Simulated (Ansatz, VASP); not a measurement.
## One calculation of PtSe2, two programs

```
Se Pt
1.0
     3.76031    0.00000    0.00000
    -1.88015    3.25652    0.00000
     0.00000    0.00000   27.26294
Se Pt
6 3
Direct
  0.66667 0.33333 0.27520
  0.33333 0.66667 0.36792
  0.66667 0.33333 0.45347
  0.33333 0.66667 0.54653
  0.66667 0.33333 0.63208
  0.33333 0.66667 0.72480
  0.00000 0.00000 0.32198
  0.00000 0.00000 0.50000
  0.00000 0.00000 0.67802
```

Alike in both runs: functional PBEsol; k mesh 9 × 9 × 1; occupations gaussian, width 0.1 eV; no spin polarisation.

Ansatz relaxed the structure, and its values are those at the end. VASP's run is a single point on that final structure, the one shown.

|  | VASP | Ansatz |
| --- | --- | --- |
| version | VASP 6.6.1 | Ansatz 0.2.0 |
| potentials or method | VASP PAW PBE potentials, release 64 (Se, Pt), cutoff 400 eV | scalar-relativistic, plane waves, PAW |
| valence electrons in the cell | 66 | 150 |

```tsv
	VASP	Ansatz	Ansatz less VASP
gap on the k mesh at the Fermi level (eV)	none	none	-
rms of the force components (eV/Å)	0.006	0.001	-0.0049
```

VASP's potentials were made for PBE, not for PBEsol. A gap of «none» marks a metal or a gap that the smearing closes. With one functional, cell and mesh, what is left measures potentials, basis and numerics. VASP's potentials hold 66 valence electrons a cell and Ansatz's 150, so a difference there can come from the potentials and not from the codes.

Neither program's run includes spin-orbit coupling.
